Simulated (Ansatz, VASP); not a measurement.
Given: the input of a run of Ansatz 0.2.0 on In.

The input input.yaml:

```yaml
crystal:
  lattice:
    - [1.6806943363, 0.9703493275, 8.2618188953]
    - [-1.6806943363, 0.9703493275, 8.2618188953]
    - [0.0, -1.940698655, 8.2618188953]
  atoms:
    - { symbol: In, position: [0.22198776, 0.22198776, 0.22198776] }
    - { symbol: In, position: [0.77801224, 0.77801224, 0.77801224] }
    - { symbol: In, position: [0.0, 0.0, 0.0] }
hamiltonian:
  xc: pbesol
  pseudopotentials: { kind: paw }
kpoints:
  mp_grid: { grid: [9, 9, 9] }
scf:
  occupations: { method: fermi_dirac, width: 0.05 }
output:
  forces: true
  stress: true
  eigenvalues: true
```

Potentials or basis: Ansatz PAW.

Launch:

```console
$ ansatz run input.yaml --threads 1 --pin off --max-ram 3584MiB --backend cpu --events-out ev --progress --plain --runs-dir out
```

Problem. Translate it to VASP 6.6.1. Potentials there: VASP PAW PBE potentials, release 64 (In_d).

Solution. As run (the cutoff follows the program's own potentials):

INCAR

```
ALGO = Fast ; EDIFF = 1E-7
ENCUT = 520 ; GGA = PS
ISIF = 2 ; ISMEAR = -1
LASPH = True ; LCHARG = True
LELF = True ; LREAL = False
LVHAR = True ; LWAVE = False
NBANDS = 26 ; NELM = 80
PREC = Accurate ; SIGMA = 0.05
```

File KPOINTS:

```
k-points
0
Gamma
  9 9 9
```

POSCAR

```
In
1.0
    1.6806943363      0.9703493275      8.2618188953
   -1.6806943363      0.9703493275      8.2618188953
    0.0000000000     -1.9406986550      8.2618188953
In
3
Direct
    0.2219877600      0.2219877600      0.2219877600
    0.7780122400      0.7780122400      0.7780122400
    0.0000000000      0.0000000000      0.0000000000
```

Potentials or basis: VASP PAW PBE potentials, release 64 (In_d).

Run with:

```console
$ cat potpaw_PBE.64/In_d/POTCAR > POTCAR
$ mpirun -np 1 vasp_std > vasp.out
```

Both were run:

|  | VASP | Ansatz | Ansatz less VASP |
| --- | --- | --- | --- |
| gap on the k mesh at the Fermi level (eV) | none | none | - |
| pressure (GPa) | -1.9 | -1.8 | +0.06 |
| traceless stress, the component that is largest in VASP (GPa) | -0.36 | -0.36 | -0.001 |
| rms of the force components (eV/Å) | 0.014 | 0.014 | +0.0001 |

VASP's potentials were made for PBE, not for PBEsol. Atom by atom the forces differ by 0.000 eV/Å (rms over components). A gap of «none» marks a metal or a gap that the smearing closes.
